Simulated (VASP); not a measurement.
Runs of VASP 6.6.1 on BaS. The structure is that of space group Pm-3m (No. 221), or close to it. The cells are those of the table. 

```csv
task,level,potentials or basis,cell,k mesh,cutoff (eV),smearing,grid for exact exchange (PRECFOCK),share of exact exchange,screening parameter,gap on the mesh (eV),pressure (GPa),relaxed volume (Å³/atom)
relaxation of cell and atoms,HSE06,"VASP PAW PBE potentials, release 64 (Ba_sv, S)","relaxed from a = 3.834 Å, 2 atoms",4 × 4 × 4,600,fermi-dirac 0.02 eV,Normal,0.25,0.2079 1/Å,2.35,0.0,28.45
relaxation of cell and atoms,LDA,"VASP PAW LDA potentials, release 64 (Ba_sv, S)","relaxed from a = 3.841 Å, 2 atoms",6 × 6 × 6,600,fermi-dirac 0.02 eV,-,-,-,1.13,0.0,(b)
single point,PBE,"VASP PAW PBE potentials, release 64 (Ba_sv, S)","a = 3.834 Å, 2 atoms",4 × 4 × 4,520,gaussian 0.01 eV,-,-,-,1.42,1.3,-
single point,r2SCAN,"VASP PAW PBE potentials, release 64 (Ba_sv, S)","a = 3.834 Å, 2 atoms",6 × 6 × 6,520,gaussian 0.01 eV,-,-,-,1.81,1.0,-
dielectric tensor,r2SCAN,"VASP PAW PBE potentials, release 64 (Ba_sv, S)","a = 3.834 Å, 2 atoms",6 × 6 × 6,520,gaussian 0.01 eV,-,-,-,1.81,-,-
single point,LDA,"VASP PAW LDA potentials, release 64 (Ba_sv, S)","a = 3.834 Å, 2 atoms",6 × 6 × 6,520,gaussian 0.01 eV,-,-,-,1.24,-2.9,-
single point,r2SCANh,"VASP PAW PBE potentials, release 64 (Ba_sv, S)","a = 3.834 Å, 2 atoms",4 × 4 × 4,520,gaussian 0.01 eV,Normal,0.1,-,2.39,0.8,-
single point,PBEsol,"VASP PAW PBE potentials, release 64 (Ba_sv, S)","a = 3.771 Å, 2 atoms",6 × 6 × 6,520,fermi-dirac 0.02 eV,-,-,-,1.23,1.2,-
relaxation of cell and atoms,PBEsol,"VASP PAW PBE potentials, release 64 (Ba_sv, S)","relaxed from a = 3.841 Å, 2 atoms",6 × 6 × 6,600,fermi-dirac 0.02 eV,-,-,-,1.27,0.0,27.41
single point,r2SCAN,"VASP PAW PBE potentials, release 64 (Ba_sv, S)","a = 3.834 Å, 2 atoms",6 × 6 × 6,520,fermi-dirac 0.02 eV,-,-,-,1.81,1.0,-
single point,HSE06,"VASP PAW PBE potentials, release 64 (Ba_sv, S)","a = 3.823 Å, 2 atoms",4 × 4 × 4,520,fermi-dirac 0.02 eV,Normal,0.25,0.2079 1/Å,2.32,0.9,-
relaxation of cell and atoms,PBE,"VASP PAW PBE potentials, release 64 (Ba_sv, S)","relaxed from a = 3.977 Å, 2 atoms",6 × 6 × 6,600,fermi-dirac 0.02 eV,-,-,-,(a),0.0,28.91
```

Alike in all rows: no spin polarisation.

Problem. Fill in the values left out.

Solution. (a) 1.48; (b) 26.59.

Caveats: spin-orbit coupling is left out, which moves the levels of the heavy elements; the PAW data sets were made with another functional, which shifts forces and pressure a little (at least some runs).

A k mesh can miss the band edges, and the runs leave out spin-orbit coupling on Ba.
